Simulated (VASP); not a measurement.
# CaO (zincblende type) (F-43m) in VASP: further runs

Aim: see how the results for CaO (zincblende type) move with the level of theory and the settings. Levels: PBE, LDA. Tasks: single point.

Everything below comes from runs of VASP 6.6.1. Logs are shortened: lines on timing, memory, paths and dates and some standing lists are left out, and cuts for length are marked.

### 1 The cell of the first run

The structure is cubic, space group F-43m (No. 216). The conventional cell has a = 5.278 Å, b = 5.278 Å, c = 5.278 Å, α = 90.00°, β = 90.00°, γ = 90.00°. Ca (site symmetry -43m) has 4 O at 2.29 Å within 3.0 Å. Within 3.0 Å of O (site symmetry -43m) lie 4 Ca at 2.29 Å.

### 2 Single point, PBE (volume scaled by 1.02)

Input file INCAR:

```
SYSTEM = CaO
  PREC = Accurate
  ENCUT = 520
  EDIFF = 1E-6
  ISMEAR = -1
  SIGMA = 0.05
  LREAL = .False.
  LASPH = .True.
  NELM = 80
  ALGO = Normal
  ISIF = 2
  LWAVE = .False.
  LCHARG = .True.
  GGA = PE
  LELF = .True.
  LVHAR = .True.
  NBANDS = 15
```

Input file KPOINTS:

```
Automatic mesh
0
Gamma
  11 11 11
  0 0 0
```

Input file POSCAR:

```
CaO
1.0
    0.0000000000      2.6391936432      2.6391936432
    2.6391936432      0.0000000000      2.6391936432
    2.6391936432      2.6391936432      0.0000000000
Ca O
1 1
Direct
    0.0000000000      0.0000000000      0.0000000000
    0.2500000000      0.2500000000      0.2500000000
```

Potentials or basis: VASP PAW PBE potentials, release 64 (Ca_sv, O).

The run is started by

```console
> cat potpaw_PBE.64/Ca_sv/POTCAR potpaw_PBE.64/O/POTCAR > POTCAR
> mpirun -np 1 vasp_std > vasp.out
```

OUTCAR:

```text
SYSTEM = CaO
   PREC = Accurate
   ENCUT = 520
   EDIFF = 1E-6
   ISMEAR = -1
   LREAL = .False.
   LASPH = .True.
   NELM = 80
   ISIF = 2
   GGA = PE

 ion  position               nearest neighbor table
   1  0.000  0.000  0.000-   2 2.29   2 2.29   2 2.29   2 2.29
   2  0.250  0.250  0.250-   1 2.29   1 2.29   1 2.29   1 2.29

  LATTYP: Found a face centered cubic cell.
 ALAT       =     5.2783872864

  Lattice vectors:

 A1 = (   0.0000000000,   2.6391936432,   2.6391936432)
 A2 = (   2.6391936432,   0.0000000000,   2.6391936432)
 A3 = (   2.6391936432,   2.6391936432,   0.0000000000)

Analysis of symmetry for initial positions (statically):
=====================================================================
 Subroutine PRICEL returns:
 Original cell was already a primitive cell.

 Routine SETGRP: Setting up the symmetry group for a
 face centered cubic supercell.

 Subroutine GETGRP returns: Found 24 space group operations
 (whereof 24 operations were pure point group operations)
 out of a pool of 48 trial point group operations.

The static configuration has the point symmetry T_d .

Analysis of symmetry for dynamics (positions and initial velocities):
=====================================================================
 Subroutine PRICEL returns:
 Original cell was already a primitive cell.

 Routine SETGRP: Setting up the symmetry group for a
 face centered cubic supercell.

 Subroutine GETGRP returns: Found 24 space group operations
 (whereof 24 operations were pure point group operations)
 out of a pool of 48 trial point group operations.

The dynamic configuration has the point symmetry T_d .

 Subroutine INISYM returns: Found 24 space group operations
 (whereof 24 operations are pure point group operations),
 and found     1 'primitive' translations

----------------------------------------------------------------------------------------

                                     Primitive cell

  volume of cell :      36.7658

  direct lattice vectors                    reciprocal lattice vectors
     0.000000000  2.639193643  2.639193643    -0.189451805  0.189451805  0.189451805
     2.639193643  0.000000000  2.639193643     0.189451805 -0.189451805  0.189451805
     2.639193643  2.639193643  0.000000000     0.189451805  0.189451805 -0.189451805

  length of vectors
     3.732383444  3.732383444  3.732383444     0.328140152  0.328140152  0.328140152

  position of ions in fractional coordinates (direct lattice)
     0.000000000  0.000000000  0.000000000
     0.250000000  0.250000000  0.250000000

  ion indices of the primitive-cell ions
   primitive index   ion index
                 1           1
                 2           2

----------------------------------------------------------------------------------------

 KPOINTS: Automatic mesh

Automatic generation of k-mesh.
 Grid dimensions read from file:
 generate k-points for:   11   11   11

 Generating k-lattice:

  Cartesian coordinates                     Fractional coordinates (reciprocal lattice)
    -0.017222891  0.017222891  0.017222891     0.090909091  0.000000000  0.000000000
     0.017222891 -0.017222891  0.017222891     0.000000000  0.090909091  0.000000000
     0.017222891  0.017222891 -0.017222891     0.000000000  0.000000000  0.090909091

  Length of vectors
     0.029830923  0.029830923  0.029830923

  Shift w.r.t. Gamma in fractional coordinates (k-lattice)
     0.000000000  0.000000000  0.000000000

 Subroutine IBZKPT returns following result:
 ===========================================

 Found     56 irreducible k-points:

 Following reciprocal coordinates:
            Coordinates               Weight
  0.000000  0.000000  0.000000      1.000000
  0.090909  0.000000  0.000000      8.000000
  0.181818  0.000000  0.000000      8.000000
  0.272727  0.000000  0.000000      8.000000
  0.363636  0.000000  0.000000      8.000000
  0.454545  0.000000  0.000000      8.000000
[... 16 lines left out ...]
 -0.272727  0.181818  0.000000     24.000000
 -0.181818  0.181818  0.000000     12.000000
 [... further k-points ...]
   k-points           NKPTS =     56   k-points in BZ     NKDIM =     56   number of bands    NBANDS=     15
   number of dos      NEDOS =    301   number of ions     NIONS =      2
   total plane-waves  NPLWV =  21952
   dimension x,y,z NGX =    28 NGY =   28 NGZ =   28
   dimension x,y,z NGXF=    56 NGYF=   56 NGZF=   56
   ions per type =               1   1
   NGX,Y,Z   is equivalent  to a cutoff of  12.47, 12.47, 12.47 a.u.
   NGXF,Y,Z  is equivalent  to a cutoff of  24.94, 24.94, 24.94 a.u.
 SYSTEM =  CaO
   PREC   = accura    normal or accurate (medium, high low for compatibility)
   ISTART =      0    job   : 0-new  1-cont  2-samecut
   ICHARG =      2    charge: 1-file 2-atom 10-const
   ISPIN  =      1    spin polarized calculation?
   LNONCOLLINEAR =      F non collinear calculations
   LSORBIT =      F    spin-orbit coupling
   LASPH  =      T    aspherical Exc in radial PAW
   ENCUT  =  520.0 eV  38.22 Ry    6.18 a.u.   6.94  6.94  6.94*2*pi/ulx,y,z
   NELM   =     80;   NELMIN=  2; NELMDL= -5     # of ELM steps
   EDIFF  = 0.1E-05   stopping-criterion for ELM
   LREAL  =      F    real-space projection
   EDIFFG = 0.1E-04   stopping-criterion for IOM
   NSW    =      0    number of steps for IOM
   IBRION =     -1    ionic relax: 0-MD 1-quasi-New 2-CG
   NFREE  =      0    steps in history (QN), initial steepest desc. (CG)
   ISIF   =      2    stress and relaxation
   ISYM   =      2    0-nonsym 1-usesym 2-fastsym
   POTIM  = 0.5000    time-step for ionic-motion
   TEBEG  =    0.0;   TEEND  =   0.0 temperature during run
   PSTRESS=    0.0 pullay stress
   NELECT =      16.0000    total number of electrons
   NUPDOWN=      -1.0000    fix difference up-down
   EMIN   =  10.00;   EMAX   =-10.00  energy-range for DOS
   EFERMI =   0.00;   METHOD = LEGACY
   ISMEAR =    -1;   SIGMA  =   0.05  broadening in eV -4-tet -1-fermi 0-gaus
   EFERMI_NEDOS =   21; number of points for ismear=-14 and -15
   IALGO  =     38    algorithm
   IMIX   =      4    mixing-type and parameters
     AMIX     =   0.40;   BMIX     =  1.00
     AMIX_MAG =   1.60;   BMIX_MAG =  1.00
  volume/ion in A,a.u.               =      18.38       124.05
  Fermi-wavevector in a.u.,A,eV,Ry     =   1.240605  2.344404 20.940741  1.539101
  Thomas-Fermi vector in A             =   2.375039
   LORBIT       =      0    0 simple, 1 ext, 2 COOP (PROOUT), +10 PAW based schemes
   GGA     = PE    functional components
   LHFCALC =     F    Hartree Fock is set to
   AEXX    =    0.0000 exact exchange contribution
   IVDW    =     0    specifies the selected vdW correction
   LEPSILON=     F    determine dielectric tensor
   LRPA    =     F    only Hartree local field effects (RPA)
 non-spin polarized calculation
  energy-cutoff  :      520.00
  volume of cell :       36.77
 maximum number of plane-waves:      1006
   NGX = 13   NGY = 13   NGZ = 13

 number of electron      16.0000007 magnetization

 Free energy of the ion-electron system (eV)
  ---------------------------------------------------
  ext. energy  EPLUGINS =         0.00000000
  ---------------------------------------------------
  free energy    TOTEN  =       -12.44278212 eV

  energy without entropy =      -12.44278212  energy(sigma->0) =      -12.44278212

 E-fermi :   1.5282     XC(G=0):  -8.8838

 val. band max:        0.3032457950   @ k =  -0.4545   0.4545   0.0000
 cond. band min:       3.5161625765   @ k =   0.0000   0.0000   0.0000
 fundamental gap:      3.2129167816
 Fermi energy:         1.5281621534

 k-point     1 :       0.0000    0.0000    0.0000
  band No.  band energies     occupation
      1     -36.9942      2.00000
      2     -17.9403      2.00000
      3     -17.9403      2.00000
      4     -17.9403      2.00000
      5     -14.4169      2.00000
      6      -0.2436      2.00000
      7      -0.2436      2.00000
      8      -0.2436      2.00000
      9       3.5162      0.00000
     10       8.1355      0.00000
     11       8.1355      0.00000
     12       9.6752      0.00000
     13       9.6752      0.00000
     14       9.6752      0.00000
     15      16.5070      0.00000

 k-point     2 :       0.0909    0.0000    0.0000
  band No.  band energies     occupation
      1     -36.9912      2.00000
      2     -17.9952      2.00000
      3     -17.9440      2.00000
      4     -17.9440      2.00000
      5     -14.3620      2.00000
      6      -0.3463      2.00000
      7      -0.2218      2.00000
      8      -0.2218      2.00000
      9       3.8133      0.00000
     10       8.0383      0.00000
     11       8.0383      0.00000
     12       9.5526      0.00000
     13       9.7610      0.00000
     14       9.7610      0.00000
     15      15.4679      0.00000

 k-point     3 :       0.1818    0.0000    0.0000
  band No.  band energies     occupation
      1     -36.9832      2.00000
      2     -18.1340      2.00000
      3     -17.9540      2.00000
      4     -17.9540      2.00000
      5     -14.2248      2.00000
      6      -0.5365      2.00000
      7      -0.1655      2.00000
      8      -0.1655      2.00000
      9       4.5342      0.00000
     10       7.8744      0.00000
     11       7.8744      0.00000
     12       9.2589      0.00000
     13       9.8823      0.00000
     14       9.8823      0.00000
     15      13.9409      0.00000

 k-point     4 :       0.2727    0.0000    0.0000
  band No.  band energies     occupation
      1     -36.9727      2.00000
      2     -18.3005      2.00000
      3     -17.9670      2.00000
      4     -17.9670      2.00000
      5     -14.0642      2.00000
      6      -0.6597      2.00000
      7      -0.0971      2.00000
      8      -0.0971      2.00000
      9       5.3566      0.00000
     10       7.8071      0.00000
     11       7.8071      0.00000
     12       8.9282      0.00000
     13       9.8696      0.00000
     14       9.8696      0.00000
     15      12.6670      0.00000
[... 307 lines left out ...]
 k-point    22 :      -0.3636    0.1818    0.0000
  band No.  band energies     occupation
      1     -36.9538      2.00000
      2     -18.4923      2.00000
      3     -18.0736      2.00000
      4     -17.9945      2.00000
      5     -13.8014      2.00000
      6      -0.5173      2.00000
      7      -0.1609      2.00000
      8       0.0543      2.00000
      9       5.9066      0.00000
     10       7.5330      0.00000
     11       7.7358      0.00000
     12       9.1450      0.00000
     13       9.8366      0.00000
     14      10.1651      0.00000
     15      12.2310      0.00000

 k-point    23 :      -0.2727    0.1818    0.0000
  band No.  band energies     occupation
      1     -36.9603      2.00000
      2     -18.4170      2.00000
      3     -18.0583      2.00000
      4     -17.9792      2.00000
      5     -13.8841      2.00000
      6      -0.5938      2.00000
      7      -0.1368      2.00000
      8      -0.0037      2.00000
      9       5.9006      0.00000
     10       7.4891      0.00000
     11       7.7077      0.00000
     12       8.9969      0.00000
     13       9.9637      0.00000
     14      10.0011      0.00000
     15      12.7226      0.00000

 k-point    24 :      -0.1818    0.1818    0.0000
  band No.  band energies     occupation
      1     -36.9692      2.00000
      2     -18.3127      2.00000
      3     -18.0238      2.00000
      4     -17.9645      2.00000
      5     -14.0077      2.00000
      6      -0.6484      2.00000
      7      -0.1134      2.00000
      8      -0.0742      2.00000
      9       5.5656      0.00000
     10       7.4329      0.00000
     11       7.8218      0.00000
     12       9.0392      0.00000
     13       9.8496      0.00000
     14      10.0594      0.00000
     15      13.3016      0.00000

 [... further k-points ...]
[... 5 lines left out ...]
  --------------------------------------------------------------------------------------
  -------------------------------------------------------------------------------------
  Total       -0.2382367     -0.2382367     -0.2382367      0.0000000      0.0000000      0.0000000
  in kB      -10.3818686    -10.3818686    -10.3818686      0.0000000      0.0000000      0.0000000
  external PRESSURE =     -10.3818686 kB  Pullay stress =       0.0000000 kB

 VOLUME and BASIS-vectors are now :
 -----------------------------------------------------------------------------
  energy-cutoff  :      520.00
  volume of cell :       36.77
      direct lattice vectors                 reciprocal lattice vectors
     0.000000000  2.639193643  2.639193643    -0.189451805  0.189451805  0.189451805
     2.639193643  0.000000000  2.639193643     0.189451805 -0.189451805  0.189451805
     2.639193643  2.639193643  0.000000000     0.189451805  0.189451805 -0.189451805

 POSITION                                       TOTAL-FORCE (eV/Angst)
 -----------------------------------------------------------------------------------
      0.00000      0.00000      0.00000        -0.000000     -0.000000     -0.000000
      1.31960      1.31960      1.31960         0.000000      0.000000      0.000000
 -----------------------------------------------------------------------------------
    total drift:                               -0.000000     -0.000000     -0.000000

  FREE ENERGIE OF THE ION-ELECTRON SYSTEM (eV)
  ---------------------------------------------------
  free  energy   TOTEN  =       -12.4427821208 eV

  energy  without entropy=      -12.4427821208  energy(sigma->0) =      -12.44278212
```

It took 80 s on 1 thread of AMD EPYC 7R13, shared host; peak memory 0.15 GiB.

What came out:

* Free energy: -12.4428 eV
* Pressure: -1.0 GPa
* Band gap on the k mesh: 3.21 eV, indirect (least direct gap 3.76 eV)

Levels at points of the mesh, in eV from the valence-band top:
```csv
k point,band 6,band 7,band 8,band 9,band 10,band 11
"(0.00, 0.00, 0.00)",-0.55,-0.55,-0.55,3.21,7.83,7.83
```

(Continued in part 2 of 2.)
